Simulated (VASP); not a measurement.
# SnO2 (I4_1/amd) in VASP: further runs

Runs on SnO2. Level: PBE. Tasks: single point.

Everything below comes from runs of VASP 6.6.1. Logs are shortened: lines on timing, memory, paths and dates and some standing lists are left out, and cuts for length are marked.

## 1. The cell of the first run

The structure is tetragonal, space group I4_1/amd (No. 141). The conventional cell has a = 3.970 Å, b = 3.970 Å, c = 10.151 Å, α = 90.00°, β = 90.00°, γ = 90.00°. Within 2.7 Å of Sn (site symmetry -4m2) lie 6 O at 2.04 to 2.05 Å. Within 2.7 Å of O (site symmetry 2mm) lie 3 Sn at 2.04 to 2.05 Å and 2 O at 2.53 Å.

## 2. Single point, PBE (volume changed by -6%)

Input file INCAR:

```
  ALGO = Normal
  EDIFF = 1E-6
  ENCUT = 520
  GGA = PE
  ISIF = 2
  ISMEAR = 0
  LASPH = True
  LCHARG = False
  LREAL = False
  LWAVE = False
  NBANDS = 35
  NELM = 60
  PREC = Accurate
  SIGMA = 0.01
```

Input file KPOINTS:

```
k-points
0
Gamma
  8 8 8
```

Input file POSCAR:

```
SnO2
1.0
   -1.9847659360      1.9847659360      5.0756311867
    1.9847659360     -1.9847659360      5.0756311867
    1.9847659360      1.9847659360     -5.0756311867
Sn O
2 4
Direct
    0.7500000000      0.2500000000      0.5000000000
    0.0000000000      0.0000000000      0.0000000000
    0.7975941560      0.7975941560      0.0000000000
    0.9524058440      0.4524058440      0.5000000000
    0.2024058440      0.2024058440      0.0000000000
    0.5475941560      0.0475941560      0.5000000000
```

Potentials or basis: VASP PAW PBE potentials, release 64 (Sn_d, O).

Run with:

```
> cat potpaw_PBE.64/Sn_d/POTCAR potpaw_PBE.64/O/POTCAR > POTCAR
> mpirun -np 1 vasp_std > vasp.out
```

OUTCAR:

```text
EDIFF = 1E-6
   ENCUT = 520
   GGA = PE
   ISIF = 2
   ISMEAR = 0
   LASPH = True
   LREAL = False
   NELM = 60
   PREC = Accurate

 ion  position               nearest neighbor table
   1  0.750  0.250  0.500-   3 2.04   5 2.04   3 2.04   5 2.04   4 2.05   6 2.05   2 3.22   2 3.22
                             2 3.22   2 3.22
   2  0.000  0.000  0.000-   6 2.04   4 2.04   6 2.04   4 2.04   3 2.05   5 2.05   1 3.22   1 3.22
                             1 3.22   1 3.22
   3  0.798  0.798  0.000-   1 2.04   1 2.04   2 2.05
   4  0.952  0.452  0.500-   2 2.04   2 2.04   1 2.05
   5  0.202  0.202  0.000-   1 2.04   1 2.04   2 2.05
   6  0.548  0.048  0.500-   2 2.04   2 2.04   1 2.05

  LATTYP: Found a body centered tetragonal cell.
 ALAT       =     3.9695318720
 C/A-ratio  =     2.5572945881

  Lattice vectors:

 A1 = (  -1.9847659360,   1.9847659360,   5.0756311867)
 A2 = (   1.9847659360,  -1.9847659360,   5.0756311867)
 A3 = (   1.9847659360,   1.9847659360,  -5.0756311867)

Analysis of symmetry for initial positions (statically):
=====================================================================
 Subroutine PRICEL returns:
 Original cell was already a primitive cell.

 Routine SETGRP: Setting up the symmetry group for a
 body centered tetragonal supercell.

 Subroutine GETGRP returns: Found 16 space group operations
 (whereof  8 operations were pure point group operations)
 out of a pool of 16 trial point group operations.

The static configuration has the point symmetry D_2d.
 The point group associated with its full space group is D_4h.

Analysis of symmetry for dynamics (positions and initial velocities):
=====================================================================
 Subroutine PRICEL returns:
 Original cell was already a primitive cell.

 Routine SETGRP: Setting up the symmetry group for a
 body centered tetragonal supercell.

 Subroutine GETGRP returns: Found 16 space group operations
 (whereof  8 operations were pure point group operations)
 out of a pool of 16 trial point group operations.

The dynamic configuration has the point symmetry D_2d.
 The point group associated with its full space group is D_4h.

 Subroutine INISYM returns: Found 16 space group operations
 (whereof  8 operations are pure point group operations),
 and found     1 'primitive' translations

----------------------------------------------------------------------------------------

                                     Primitive cell

  volume of cell :      79.9777

  direct lattice vectors                    reciprocal lattice vectors
    -1.984765936  1.984765936  5.075631187     0.000000000  0.251918874  0.098509916
     1.984765936 -1.984765936  5.075631187     0.251918874  0.000000000  0.098509916
     1.984765936  1.984765936 -5.075631187     0.251918874  0.251918874  0.000000000

  length of vectors
     5.800053757  5.800053757  5.800053757     0.270494589  0.270494589  0.356267088

  position of ions in fractional coordinates (direct lattice)
     0.750000000  0.250000000  0.500000000
     0.000000000  0.000000000  0.000000000
     0.797594156  0.797594156  0.000000000
     0.952405844  0.452405844  0.500000000
     0.202405844  0.202405844  0.000000000
     0.547594156  0.047594156  0.500000000

  ion indices of the primitive-cell ions
   primitive index   ion index
                 1           1
                 2           2
                 3           3
                 4           4
                 5           5
                 6           6

----------------------------------------------------------------------------------------

 KPOINTS: k-points

Automatic generation of k-mesh.
 Grid dimensions read from file:
 generate k-points for:    8    8    8

 Generating k-lattice:

  Cartesian coordinates                     Fractional coordinates (reciprocal lattice)
     0.000000000  0.031489859  0.012313739     0.125000000  0.000000000  0.000000000
     0.031489859  0.000000000  0.012313739     0.000000000  0.125000000  0.000000000
     0.031489859  0.031489859  0.000000000     0.000000000  0.000000000  0.125000000

  Length of vectors
     0.033811824  0.033811824  0.044533386

  Shift w.r.t. Gamma in fractional coordinates (k-lattice)
     0.000000000  0.000000000  0.000000000

 Subroutine IBZKPT returns following result:
 ===========================================

 Found     59 irreducible k-points:

 Following reciprocal coordinates:
            Coordinates               Weight
  0.000000  0.000000  0.000000      1.000000
  0.125000  0.000000  0.000000      8.000000
  0.250000  0.000000  0.000000      8.000000
  0.375000  0.000000  0.000000      8.000000
  0.500000  0.000000  0.000000      4.000000
  0.125000  0.125000  0.000000      8.000000
[... 16 lines left out ...]
  0.250000  0.125000  0.125000     16.000000
  0.375000  0.125000  0.125000      8.000000
 [... further k-points ...]
   k-points           NKPTS =     59   k-points in BZ     NKDIM =     59   number of bands    NBANDS=     35
   number of dos      NEDOS =    301   number of ions     NIONS =      6
   total plane-waves  NPLWV = 110592
   dimension x,y,z NGX =    48 NGY =   48 NGZ =   48
   dimension x,y,z NGXF=    96 NGYF=   96 NGZF=   96
   ions per type =               2   4
   NGX,Y,Z   is equivalent  to a cutoff of  13.76, 13.76, 13.76 a.u.
   NGXF,Y,Z  is equivalent  to a cutoff of  27.52, 27.52, 27.52 a.u.
 SYSTEM =  unknown system
   PREC   = accura    normal or accurate (medium, high low for compatibility)
   ISTART =      0    job   : 0-new  1-cont  2-samecut
   ICHARG =      2    charge: 1-file 2-atom 10-const
   ISPIN  =      1    spin polarized calculation?
   LNONCOLLINEAR =      F non collinear calculations
   LSORBIT =      F    spin-orbit coupling
   LASPH  =      T    aspherical Exc in radial PAW
   ENCUT  =  520.0 eV  38.22 Ry    6.18 a.u.  10.78 10.78 10.78*2*pi/ulx,y,z
   NELM   =     60;   NELMIN=  2; NELMDL= -5     # of ELM steps
   EDIFF  = 0.1E-05   stopping-criterion for ELM
   LREAL  =      F    real-space projection
   EDIFFG = 0.1E-04   stopping-criterion for IOM
   NSW    =      0    number of steps for IOM
   IBRION =     -1    ionic relax: 0-MD 1-quasi-New 2-CG
   NFREE  =      0    steps in history (QN), initial steepest desc. (CG)
   ISIF   =      2    stress and relaxation
   ISYM   =      2    0-nonsym 1-usesym 2-fastsym
   POTIM  = 0.5000    time-step for ionic-motion
   TEBEG  =    0.0;   TEEND  =   0.0 temperature during run
   PSTRESS=    0.0 pullay stress
   NELECT =      52.0000    total number of electrons
   NUPDOWN=      -1.0000    fix difference up-down
   EMIN   =  10.00;   EMAX   =-10.00  energy-range for DOS
   EFERMI =   0.00;   METHOD = LEGACY
   ISMEAR =     0;   SIGMA  =   0.01  broadening in eV -4-tet -1-fermi 0-gaus
   EFERMI_NEDOS =   21; number of points for ismear=-14 and -15
   IALGO  =     38    algorithm
   IMIX   =      4    mixing-type and parameters
     AMIX     =   0.40;   BMIX     =  1.00
     AMIX_MAG =   1.60;   BMIX_MAG =  1.00
  volume/ion in A,a.u.               =      13.33        89.95
  Fermi-wavevector in a.u.,A,eV,Ry     =   1.418251  2.680106 27.367243  2.011436
  Thomas-Fermi vector in A             =   2.539396
   LORBIT       =      0    0 simple, 1 ext, 2 COOP (PROOUT), +10 PAW based schemes
   GGA     = PE    functional components
   LHFCALC =     F    Hartree Fock is set to
   AEXX    =    0.0000 exact exchange contribution
   IVDW    =     0    specifies the selected vdW correction
   LEPSILON=     F    determine dielectric tensor
   LRPA    =     F    only Hartree local field effects (RPA)
 non-spin polarized calculation
 Gauss-broadening in eV      SIGMA  =   0.01
  energy-cutoff  :      520.00
  volume of cell :       79.98
 maximum number of plane-waves:      2191
 NGX is ok and might be reduce to    48
   NGX = 21   NGY = 21   NGZ = 21

 number of electron      52.0000003 magnetization

 Free energy of the ion-electron system (eV)
  ---------------------------------------------------
  ext. energy  EPLUGINS =         0.00000000
  ---------------------------------------------------
  free energy    TOTEN  =       -36.77311335 eV

  energy without entropy =      -36.77311335  energy(sigma->0) =      -36.77311335

 E-fermi :   4.3531     XC(G=0): -10.4083

 val. band max:        4.2853670174   @ k =   0.2500   0.2500   0.2500
 cond. band min:       6.2433175391   @ k =   0.0000   0.0000   0.0000
 fundamental gap:      1.9579505217
 Fermi energy:         4.3530717710

 k-point     1 :       0.0000    0.0000    0.0000
  band No.  band energies     occupation
      1     -16.1187      2.00000
      2     -16.0835      2.00000
      3     -15.9261      2.00000
      4     -15.3508      2.00000
      5     -15.2019      2.00000
      6     -15.2019      2.00000
[... 27 lines left out ...]
     34      16.9214      0.00000
     35      16.9296      0.00000

 k-point     2 :       0.1250    0.0000    0.0000
  band No.  band energies     occupation
      1     -16.1425      2.00000
      2     -16.0047      2.00000
      3     -15.9052      2.00000
      4     -15.3568      2.00000
      5     -15.2059      2.00000
      6     -15.1984      2.00000
[... 27 lines left out ...]
     34      16.2978      0.00000
     35      16.6411      0.00000

 k-point     3 :       0.2500    0.0000    0.0000
  band No.  band energies     occupation
      1     -16.1442      2.00000
      2     -15.9292      2.00000
      3     -15.7919      2.00000
      4     -15.3698      2.00000
      5     -15.2149      2.00000
      6     -15.1902      2.00000
[... 27 lines left out ...]
     34      16.0540      0.00000
     35      16.1348      0.00000
[... 723 lines left out ...]
 k-point    23 :       0.2500    0.1250    0.1250
  band No.  band energies     occupation
      1     -16.0006      2.00000
      2     -15.7662      2.00000
      3     -15.5954      2.00000
      4     -15.3673      2.00000
      5     -15.2560      2.00000
      6     -15.1374      2.00000
[... 27 lines left out ...]
     34      15.8062      0.00000
     35      16.6808      0.00000

 k-point    24 :       0.3750    0.1250    0.1250
  band No.  band energies     occupation
      1     -15.9879      2.00000
      2     -15.7655      2.00000
      3     -15.5296      2.00000
      4     -15.3421      2.00000
      5     -15.2684      2.00000
      6     -15.1220      2.00000
[... 27 lines left out ...]
     34      15.8653      0.00000
     35      17.4711      0.00000

 [... further k-points ...]
[... 5 lines left out ...]
  --------------------------------------------------------------------------------------
  -------------------------------------------------------------------------------------
  Total        5.5331920      5.5331920      6.9717085      0.0000000      0.0000000      0.0000000
  in kB      110.8454011    110.8454011    139.6629329      0.0000000      0.0000000      0.0000000
  external PRESSURE =     120.4512450 kB  Pullay stress =       0.0000000 kB

 VOLUME and BASIS-vectors are now :
 -----------------------------------------------------------------------------
  energy-cutoff  :      520.00
  volume of cell :       79.98
      direct lattice vectors                 reciprocal lattice vectors
    -1.984765936  1.984765936  5.075631187     0.000000000  0.251918874  0.098509916
     1.984765936 -1.984765936  5.075631187     0.251918874  0.000000000  0.098509916
     1.984765936  1.984765936 -5.075631187     0.251918874  0.251918874  0.000000000

 POSITION                                       TOTAL-FORCE (eV/Angst)
 -----------------------------------------------------------------------------------
      0.00000      1.98477      2.53782        -0.000000     -0.000000      0.000000
      0.00000      0.00000      0.00000        -0.000000     -0.000000     -0.000000
      0.00000      0.00000      8.09659         0.000000      0.000000     -0.431964
      0.00000      1.98477      4.59249        -0.000000     -0.000000      0.431964
      0.00000      0.00000      2.05467        -0.000000     -0.000000      0.431964
      0.00000      1.98477      0.48314         0.000000      0.000000     -0.431964
 -----------------------------------------------------------------------------------
    total drift:                                0.000000      0.000000      0.000000

  FREE ENERGIE OF THE ION-ELECTRON SYSTEM (eV)
  ---------------------------------------------------
  free  energy   TOTEN  =       -36.7731133488 eV

  energy  without entropy=      -36.7731133488  energy(sigma->0) =      -36.77311335
```

Wall time 2.9 min (1 thread of Intel Xeon 6975P-C (Granite Rapids), shared host); peak memory 0.38 GiB.

What came out:

```yaml
Free_energy: -36.7731 eV
Pressure: 12.0 GPa
Largest_force: 0.432 eV/Å
Band_gap_on_the_k_mesh: 1.96 eV, indirect (least direct gap 2.35 eV)
```

Forces in eV/Å, atoms in the order of the input:
```
Sn   0.000  0.000  0.000
Sn   0.000  0.000  0.000
O    0.000  0.000 -0.432
O    0.000  0.000  0.432
O    0.000  0.000  0.432
O    0.000  0.000 -0.432
```

Caveat: the cell differs from its parent crystal (volume changed by -6%); spin-orbit coupling is left out, which moves the levels of the heavy elements. A k mesh can miss the band edges.

## 3. Single point, PBE (volume changed by -3%)

Input file INCAR:

```
PREC = Accurate ; ENCUT = 520
EDIFF = 1E-6 ; ISMEAR = 0
SIGMA = 0.01 ; LREAL = F
LASPH = T ; NELM = 60
ALGO = Normal ; ISIF = 2
LWAVE = F ; LCHARG = F
GGA = PE ; NBANDS = 35
```

Input file KPOINTS:

```
Automatic mesh
0
Gamma
  8 8 8
```

POSCAR: that of step 2 with these lines changed.

```diff
@@ -2,5 +2,5 @@
 1.0
-   -1.9847659360      1.9847659360      5.0756311867
-    1.9847659360     -1.9847659360      5.0756311867
-    1.9847659360      1.9847659360     -5.0756311867
+   -2.0056597444      2.0056597444      5.1290628100
+    2.0056597444     -2.0056597444      5.1290628100
+    2.0056597444      2.0056597444     -5.1290628100
 Sn O
```

Potentials or basis: VASP PAW PBE potentials, release 64 (Sn_d, O).

Run with:

```
> cat potpaw_PBE.64/Sn_d/POTCAR potpaw_PBE.64/O/POTCAR > POTCAR
> mpirun -np 1 vasp_std > vasp.out
```

Run time: 3.1 min. Hardware: 1 thread of Intel Xeon 6975P-C (Granite Rapids), shared host; peak memory 0.38 GiB.

Results (log left out):

* Free energy: -36.9172 eV
* Pressure: 5.8 GPa
* Largest force: 0.216 eV/Å
* Band gap on the k mesh: 1.62 eV, indirect (least direct gap 1.98 eV)

Forces on the atoms (eV/Å):
```
Sn   0.000  0.000  0.000
Sn   0.000  0.000  0.000
O    0.000  0.000 -0.216
O    0.000  0.000  0.216
O    0.000  0.000  0.216
O    0.000  0.000 -0.216
```

Stress tensor (GPa, compression positive):
```
5.31 0.00 0.00
0.00 5.31 0.00
0.00 0.00 6.77
```

Levels at points of the mesh, in eV from the valence-band top:
```tsv
k point	band 22	band 23	band 24	band 25	band 26	band 27	band 28	band 29	band 30	band 31
(0.00, 0.00, 0.00)	-1.05	-0.64	-0.64	-0.36	-0.36	1.62	5.61	9.42	9.87	9.90
(0.50, 0.00, 0.00)	-1.07	-0.75	-0.73	-0.53	-0.36	4.92	6.23	7.96	8.62	10.06
(0.50, 0.50, 0.00)	-0.88	-0.77	-0.77	-0.05	-0.05	7.26	7.26	7.71	7.71	8.67
(0.50, 0.50, 0.50)	-2.63	-1.00	-1.00	-0.26	-0.26	4.29	4.29	7.73	7.73	11.98
```

Caveat: the cell differs from its parent crystal (volume changed by -3%); spin-orbit coupling is left out, which moves the levels of the heavy elements. A k mesh can miss the band edges.

## 4. Single point, PBE

This run uses another cell than the first one, of 14.18 Å³/atom, 1.064 times its volume.

Input file INCAR:

```
ALGO = Normal
EDIFF = 1E-6
ENCUT = 520
GGA = PE
ISIF = 2
ISMEAR = 0
LASPH = T
LCHARG = F
LREAL = F
LWAVE = F
NBANDS = 35
NELM = 80
PREC = Accurate
SIGMA = 0.01
```

Input file KPOINTS:

```
k-points
0
Gamma
  8 8 8
```

POSCAR: that of step 3 with these lines changed.

```diff
@@ -2,5 +2,5 @@
 1.0
-   -2.0056597444      2.0056597444      5.1290628100
-    2.0056597444     -2.0056597444      5.1290628100
-    2.0056597444      2.0056597444     -5.1290628100
+   -2.0261270738      2.0261270738      5.1814038006
+    2.0261270738     -2.0261270738      5.1814038006
+    2.0261270738      2.0261270738     -5.1814038006
 Sn O
```

Run with:

```
> cat potpaw_PBE.64/Sn_d/POTCAR potpaw_PBE.64/O/POTCAR > POTCAR
> mpirun -np 1 vasp_std > vasp.out
```

Run time: 2.8 min. Hardware: 1 thread of Intel Xeon 6975P-C (Granite Rapids), shared host; peak memory 0.39 GiB.

The run converged. Its results:

- Free energy: -36.9697 eV
- Pressure: 0.6 GPa
- Largest force: 0.025 eV/Å
- Band gap on the k mesh: 1.31 eV, indirect (least direct gap 1.64 eV)

Forces on the atoms (eV/Å):
```
Sn   0.000  0.000  0.000
Sn   0.000  0.000  0.000
O    0.000  0.000 -0.025
O    0.000  0.000  0.025
O    0.000  0.000  0.025
O    0.000  0.000 -0.025
```

Stress tensor (GPa, compression positive):
```
0.48 0.00 0.00
0.00 0.48 0.00
0.00 0.00 0.70
```

Levels at points of the mesh, in eV from the valence-band top:
| k point | band 24 | band 25 | band 26 | band 27 | band 28 | band 29 |
| --- | --- | --- | --- | --- | --- | --- |
| (0.00, 0.00, 0.00) | -0.62 | -0.33 | -0.33 | 1.31 | 5.27 | 9.29 |
| (0.50, 0.00, 0.00) | -0.70 | -0.51 | -0.38 | 4.59 | 5.90 | 7.75 |
| (0.50, 0.50, 0.00) | -0.79 | -0.05 | -0.05 | 6.90 | 6.90 | 7.49 |
| (0.50, 0.50, 0.50) | -0.97 | -0.24 | -0.24 | 3.96 | 3.96 | 7.63 |

Caveat: spin-orbit coupling is left out, which moves the levels of the heavy elements. Expect the measured gap to be larger: semilocal functionals such as PBE lack the derivative discontinuity.

## 5. Overview

| cell | gap on the mesh (eV) | pressure (GPa) | largest force (eV/Å) |
| --- | --- | --- | --- |
| a = 5.800 Å, angles 140.0, 140.0, 57.9°, 6 atoms | 1.96 | 12.0 | 0.43 |
| a = 5.861 Å, angles 140.0, 140.0, 57.9°, 6 atoms | 1.62 | 5.8 | 0.22 |
| a = 5.921 Å, angles 140.0, 140.0, 57.9°, 6 atoms | 1.31 | 0.6 | 0.03 |

Alike in all rows: task single point; level PBE; potentials or basis VASP PAW PBE potentials, release 64 (Sn_d, O); no spin polarisation; k mesh 8 × 8 × 8; cutoff (eV) 520; smearing gaussian 0.01 eV.

Caveats: spin-orbit coupling is left out, which moves the levels of the heavy elements.

Absolute energies hang on the potentials; compare differences alone.
